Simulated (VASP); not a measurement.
# Si3N4 in VASP: further runs

Aim: see how the results for Si3N4 move with the level of theory and the settings. Levels: PBE, PBE+D3(BJ). Tasks: electric field gradients.

Program: VASP 6.6.1. These are calculated values, not measurements. Logs are shortened: lines on timing, memory, paths and dates and some standing lists are left out, and cuts for length are marked.

## (1) The cell of the first run

The typed cell holds 14 atoms: a = 7.595 Å, b = 7.595 Å, c = 2.902 Å, α = 90.00°, β = 90.00°, γ = 120.00°.

## (2) Electric field gradients, PBE (atom 5 (Si) moved by 0.10 Å)

File INCAR:

```
SYSTEM = Si3N4
PREC     = Accurate       ! precision mode
ENCUT    = 520            ! plane-wave cutoff, eV
EDIFF    = 1E-8           ! SCF threshold, eV
ISMEAR   = -1             ! smearing method
SIGMA    = 0.02           ! smearing width, eV
LREAL    = .False.        ! projectors in reciprocal space
LASPH    = .True.         ! aspherical terms in the spheres
NELM     = 100            ! most SCF steps
ALGO     = Normal         ! electronic algorithm
ISIF     = 2              ! what is computed and relaxed
LWAVE    = .False.        ! write WAVECAR
LCHARG   = .False.        ! write CHGCAR
GGA      = PE             ! functional
LEFG     = .True.       
NBANDS   = 45             ! bands
```

File KPOINTS:

```
regular mesh
0
Gamma
  4 4 10
  0 0 0
```

File POSCAR:

```
Si3N4
1.0
    7.5950000000      0.0000000000      0.0000000000
   -3.7975000000      6.5774629417      0.0000000000
    0.0000000000      0.0000000000      2.9023000000
Si N
6 8
Direct
    0.7673199105      0.1735618873      0.3256358181
    0.5937580233      0.7673199105      0.8256358181
    0.8264381127      0.5937580233      0.3256358181
    0.2326800895      0.8264381127      0.8256358181
    0.4138436919      0.2478835199      0.3256358181
    0.1735618873      0.4062419767      0.8256358181
    0.0293608823      0.3297475823      0.3256531517
    0.6996133000      0.0293608823      0.8256531517
    0.6702524177      0.6996133000      0.3256531517
    0.9706391177      0.6702524177      0.8256531517
    0.3003867000      0.9706391177      0.3256531517
    0.3297475823      0.3003867000      0.8256531517
    0.3333333333      0.6666666667     -0.1744669093
    0.6666666667      0.3333333333      0.3255330907
```

Potentials or basis: VASP PAW PBE potentials, release 64 (Si, N).

Command:

```sh
> cat potpaw_PBE.64/Si/POTCAR potpaw_PBE.64/N/POTCAR > POTCAR
> mpirun -np 1 vasp_std > vasp.out
```

OUTCAR:

```text
SYSTEM = Si3N4
   PREC = Accurate
   ENCUT = 520
   EDIFF = 1E-8
   ISMEAR = -1
   LREAL = .False.
   LASPH = .True.
   NELM = 100
   ISIF = 2
   GGA = PE

 ion  position               nearest neighbor table
   1  0.767  0.174  0.326-  14 1.73   8 1.73   8 1.73   7 1.73   3 2.99   5 3.01   6 3.05   6 3.05
                             2 3.05   2 3.05
   2  0.594  0.767  0.826-  13 1.73   9 1.73   9 1.73   8 1.73   6 2.99   4 2.99   3 3.05   3 3.05
                             1 3.05   1 3.05
   3  0.826  0.594  0.326-  14 1.73  10 1.73  10 1.73   9 1.73   5 2.91   1 2.99   2 3.05   2 3.05
                             4 3.05   4 3.05
   4  0.233  0.826  0.826-  13 1.73  11 1.73  11 1.73  10 1.73   6 2.99   2 2.99   3 3.05   3 3.05
                             5 3.14   5 3.14
   5  0.414  0.248  0.326-  14 1.69  12 1.71  12 1.71  11 1.83   3 2.91   1 3.01   6 3.01   6 3.01
                             4 3.14   4 3.14
   6  0.174  0.406  0.826-  13 1.73   7 1.73   7 1.73  12 1.73   4 2.99   2 2.99   5 3.01   5 3.01
                             1 3.05   1 3.05
   7  0.029  0.330  0.326-   6 1.73   6 1.73   1 1.73
   8  0.700  0.029  0.826-   1 1.73   1 1.73   2 1.73
   9  0.670  0.700  0.326-   2 1.73   2 1.73   3 1.73
  10  0.971  0.670  0.826-   3 1.73   3 1.73   4 1.73
  11  0.300  0.971  0.326-   4 1.73   4 1.73   5 1.83
  12  0.330  0.300  0.826-   5 1.71   5 1.71   6 1.73
  13  0.333  0.667  0.826-   4 1.73   6 1.73   2 1.73
  14  0.667  0.333  0.326-   5 1.69   1 1.73   3 1.73

  LATTYP: Found a hexagonal cell.
 ALAT       =     7.5950000000
 C/A-ratio  =     0.3821329822

  Lattice vectors:

 A1 = (   7.5950000000,   0.0000000000,   0.0000000000)
 A2 = (  -3.7975000000,   6.5774629417,   0.0000000000)
 A3 = (   0.0000000000,   0.0000000000,   2.9023000000)

Analysis of symmetry for initial positions (statically):
=====================================================================
 Subroutine PRICEL returns:
 Original cell was already a primitive cell.

 Routine SETGRP: Setting up the symmetry group for a
 hexagonal supercell.

 Subroutine GETGRP returns: Found  1 space group operations
 (whereof  1 operations were pure point group operations)
 out of a pool of 24 trial point group operations.

The static configuration has the point symmetry C_1 .

Analysis of symmetry for dynamics (positions and initial velocities):
=====================================================================
 Subroutine PRICEL returns:
 Original cell was already a primitive cell.

 Routine SETGRP: Setting up the symmetry group for a
 hexagonal supercell.

 Subroutine GETGRP returns: Found  1 space group operations
 (whereof  1 operations were pure point group operations)
 out of a pool of 24 trial point group operations.

The dynamic configuration has the point symmetry C_1 .

 Subroutine INISYM returns: Found  1 space group operations
 (whereof  1 operations are pure point group operations),
 and found     1 'primitive' translations

----------------------------------------------------------------------------------------

                                     Primitive cell

  volume of cell :     144.9868

  direct lattice vectors                    reciprocal lattice vectors
     7.595000000  0.000000000  0.000000000     0.131665569  0.076017152  0.000000000
    -3.797500000  6.577462942  0.000000000     0.000000000  0.152034304  0.000000000
     0.000000000  0.000000000  2.902300000     0.000000000  0.000000000  0.344554319

  length of vectors
     7.595000000  7.595000000  2.902300000     0.152034304  0.152034304  0.344554319

  position of ions in fractional coordinates (direct lattice)
     0.767319910  0.173561887  0.325635818
     0.593758023  0.767319910  0.825635818
     0.826438113  0.593758023  0.325635818
     0.232680090  0.826438113  0.825635818
     0.413843692  0.247883520  0.325635818
     0.173561887  0.406241977  0.825635818
     0.029360882  0.329747582  0.325653152
     0.699613300  0.029360882  0.825653152
[... 130 lines left out ...]
   NGX = 29   NGY = 29   NGZ = 11

 number of electron      64.0000003 magnetization

 Free energy of the ion-electron system (eV)
  ---------------------------------------------------
  ext. energy  EPLUGINS =         0.00000000
  ---------------------------------------------------
  free energy    TOTEN  =      -114.31711870 eV

  energy without entropy =     -114.31711870  energy(sigma->0) =     -114.31711870

 E-fermi :   7.3141     XC(G=0): -10.8260

 val. band max:        6.8342403801   @ k =   0.0000   0.0000   0.2000
 cond. band min:      11.1108257358   @ k =   0.0000   0.0000   0.0000
 fundamental gap:      4.2765853557
 Fermi energy:         7.3141437665

 k-point     1 :       0.0000    0.0000    0.0000
  band No.  band energies     occupation
      1     -11.4796      2.00000
      2     -10.0847      2.00000
      3      -9.8629      2.00000
      4      -9.4280      2.00000
      5      -9.3186      2.00000
      6      -9.0057      2.00000
[... 1117 lines left out ...]
     43      15.1250      0.00000
     44      15.4024      0.00000

 [... further k-points ...]

 [bands above 44 left out]

------------------------ aborting loop because EDIFF is reached ----------------------------------------

  FORCE on cell =-STRESS in cart. coord.  units (eV):
  Direction    XX          YY          ZZ          XY          YZ          ZX
  --------------------------------------------------------------------------------------
  -------------------------------------------------------------------------------------
  Total        7.4382631      3.5879979      6.1354334      0.4725627     -0.0001317     -0.0000134
  in kB       82.1965571     39.6491862     67.7996324      5.2220560     -0.0014556     -0.0001486
  external PRESSURE =      63.2151252 kB  Pullay stress =       0.0000000 kB

 VOLUME and BASIS-vectors are now :
 -----------------------------------------------------------------------------
  energy-cutoff  :      520.00
  volume of cell :      144.99
      direct lattice vectors                 reciprocal lattice vectors
     7.595000000  0.000000000  0.000000000     0.131665569  0.076017152  0.000000000
    -3.797500000  6.577462942  0.000000000     0.000000000  0.152034304  0.000000000
     0.000000000  0.000000000  2.902300000     0.000000000  0.000000000  0.344554319

 POSITION                                       TOTAL-FORCE (eV/Angst)
 -----------------------------------------------------------------------------------
      5.16869      1.14160      0.94509        -0.010329     -0.253506      0.000815
      1.59569      5.04702      2.39624        -0.218984      0.127783      0.000796
      4.02200      3.90542      0.94509         0.395714      0.358276      0.000784
     -1.37119      5.43587      2.39624        -0.077861      0.741646      0.000819
      2.20181      1.63044      0.94509         0.121383     -2.900097      0.001127
     -0.22450      2.67204      2.39624        -0.220839      0.228449      0.000788
     -1.02922      2.16890      0.94514         0.016021     -0.057363     -0.001382
      5.20207      0.19312      2.39629         0.092416      0.085814     -0.001382
      2.43379      4.60168      0.94514        -0.000392     -0.144818     -0.001382
      4.82672      4.40856      2.39629        -0.204458     -0.245448     -0.001393
     -1.40457      6.38434      0.94514        -0.095811      1.104268     -0.001412
      1.36371      1.97578      2.39629        -0.448243      0.663856     -0.001597
     -0.00000      4.38498      2.39594         0.175950     -0.240566      0.001752
      3.79750      2.19249      0.94479         0.475432      0.531705      0.001665
 -----------------------------------------------------------------------------------
    total drift:                               -0.000005     -0.000006     -0.000678

  FREE ENERGIE OF THE ION-ELECTRON SYSTEM (eV)
  ---------------------------------------------------
  free  energy   TOTEN  =      -114.3171186983 eV

  energy  without entropy=     -114.3171186983  energy(sigma->0) =     -114.31711870

 Electric field gradients (V/A^2)
---------------------------------------------------------------------
 ion       V_xx      V_yy      V_zz      V_xy      V_xz      V_yz
---------------------------------------------------------------------
   1       1.056     4.049    -5.105     6.314    -0.008    -0.009
   2      -4.368     7.469    -3.101    -5.806     0.003    -0.011
   3      10.046    -4.453    -5.593    -2.210     0.012    -0.003
   4       3.937     4.045    -7.982     7.377     0.008     0.009
   5     -20.071    37.637   -17.566   -11.074    -0.003     0.010
   6      10.032    -6.074    -3.958    -3.336    -0.012     0.003
   7       3.091   -28.472    25.381    30.054    -0.006    -0.007
   8     -47.488    21.925    25.564    -3.380     0.003    -0.008
   9       4.509   -29.182    24.672   -27.350     0.009    -0.002
  10       2.663   -28.317    25.654    29.356     0.006     0.007
  11     -48.067    26.751    21.316    -3.078    -0.003     0.009
  12       8.064   -34.579    26.515   -22.588    -0.009     0.002
  13      22.952    22.445   -45.397     1.216     0.001    -0.001
  14      22.926    20.678   -43.604    -3.421    -0.001     0.001
---------------------------------------------------------------------

 Electric field gradients after diagonalization (V/A^2)
 (convention: |V_zz| > |V_xx| > |V_yy|)
----------------------------------------------------------------------
 ion       V_xx      V_yy      V_zz     asymmetry (V_yy - V_xx)/ V_zz
----------------------------------------------------------------------
   1      -5.105    -3.936     9.041       0.129
   2      -6.740    -3.101     9.841       0.370
   3      -5.593    -4.783    10.376       0.078
   4      -7.982    -3.386    11.368       0.404
   5     -22.123   -17.566    39.689       0.115
   6      -6.738    -3.958    10.696       0.260
   7      25.381    21.255   -46.636       0.088
   8      25.564    22.089   -47.652       0.073
   9      24.672    19.785   -44.458       0.110
  10      25.654    20.365   -46.019       0.115
  11      26.878    21.316   -48.194       0.115
  12      26.515    17.804   -44.319       0.197
  13      23.941    21.456   -45.397       0.055
  14      25.403    18.201   -43.604       0.165
----------------------------------------------------------------------

           NMR quadrupolar parameters

 Cq : quadrupolar parameter    Cq=e*Q*V_zz/h
 eta: asymmetry parameters     (V_yy - V_xx)/ V_zz
 Q  : nuclear electric quadrupole moment in mb (millibarn)
----------------------------------------------------------------------
 ion       Cq(MHz)       eta       Q (mb)
----------------------------------------------------------------------
   1       0.022       0.129       1.000
   2       0.024       0.370       1.000
   3       0.025       0.078       1.000
   4       0.027       0.404       1.000
   5       0.096       0.115       1.000
   6       0.026       0.260       1.000
   7      -0.113       0.088       1.000
   8      -0.115       0.073       1.000
   9      -0.107       0.110       1.000
  10      -0.111       0.115       1.000
  11      -0.117       0.115       1.000
  12      -0.107       0.197       1.000
  13      -0.110       0.055       1.000
  14      -0.105       0.165       1.000
----------------------------------------------------------------------
```

Run time: 9 min. Hardware: 1 thread of Intel Xeon Platinum 8259CL at 2.50GHz (Skylake/Cascade Lake), shared host; peak memory 0.5 GiB.

What came out:

```yaml
Free_energy: -114.3171 eV
Pressure: 6.3 GPa
Largest_force: 2.903 eV/Å
Band_gap_on_the_k_mesh: 4.28 eV (least direct gap 4.53 eV)
Largest_electric_field_gradient_by_atom: Si +9.0, +9.8, +10.4, +11.4, +39.7, +10.7; N -46.6, -47.7, -44.5, -46.0, -48.2, -44.3, -45.4, -43.6 V/Å²
```

Forces in eV/Å, atoms in the order of the input:
```
Si  -0.010 -0.254  0.001
Si  -0.219  0.128  0.001
Si   0.396  0.358  0.001
Si  -0.078  0.742  0.001
Si   0.121 -2.900  0.001
Si  -0.221  0.228  0.001
N    0.016 -0.057 -0.001
N    0.092  0.086 -0.001
N    0.000 -0.145 -0.001
N   -0.204 -0.245 -0.001
N   -0.096  1.104 -0.001
N   -0.448  0.664 -0.002
N    0.176 -0.241  0.002
N    0.475  0.532  0.002
```

Levels at points of the mesh, in eV from the valence-band top:
```
           k point  band 29  band 30  band 31  band 32  band 33  band 34  band 35  band 36
(0.00, 0.00, 0.00)    -1.22    -0.64    -0.34    -0.25     4.28     4.67     4.85     4.99
(0.50, 0.00, 0.00)    -1.40    -0.69    -0.55    -0.26     4.54     4.72     4.86     5.38
(0.00, 0.50, 0.00)    -1.19    -0.89    -0.55    -0.26     4.60     4.67     4.87     5.23
(0.50, 0.50, 0.00)    -1.39    -0.64    -0.56    -0.26     4.57     4.65     4.97     5.33
(0.00, 0.00, 0.50)    -1.62    -1.55    -1.46    -1.09     4.55     4.59     4.74     4.88
(0.50, 0.00, 0.50)    -1.59    -1.45    -1.11    -0.84     4.67     4.69     5.79     6.03
(0.00, 0.50, 0.50)    -1.58    -1.56    -1.19    -0.83     4.79     4.84     5.64     5.76
(0.50, 0.50, 0.50)    -1.55    -1.33    -1.15    -1.06     4.74     4.97     5.78     5.82
```

Electric field gradients, principal values (V/Å²):
| atom | least | middle | greatest (by size) |
| --- | --- | --- | --- |
| 1 Si | -3.936 | -5.105 | 9.041 |
| 2 Si | -3.101 | -6.740 | 9.841 |
| 3 Si | -4.783 | -5.593 | 10.376 |
| 4 Si | -3.386 | -7.982 | 11.368 |
| 5 Si | -17.566 | -22.123 | 39.689 |
| 6 Si | -3.958 | -6.738 | 10.696 |
| 7 N | 21.255 | 25.381 | -46.636 |
| 8 N | 22.089 | 25.564 | -47.652 |
| 9 N | 19.785 | 24.672 | -44.458 |
| 10 N | 20.365 | 25.654 | -46.019 |
| 11 N | 21.316 | 26.878 | -48.194 |
| 12 N | 17.804 | 26.515 | -44.319 |
| 13 N | 21.456 | 23.941 | -45.397 |
| 14 N | 18.201 | 25.403 | -43.604 |

Caveat: the cell differs from its parent crystal (atom 5 (Si) moved by 0.10 Å); the cell stands under pressure; without QUAD_EFG the Cq values of the log hold for a quadrupole moment of 1 mb, not for the nuclei; forces of over 1 eV/Å act on the atoms, so gaps and moduli don't describe the material at rest.

(Part 1 of 2 ends here.)
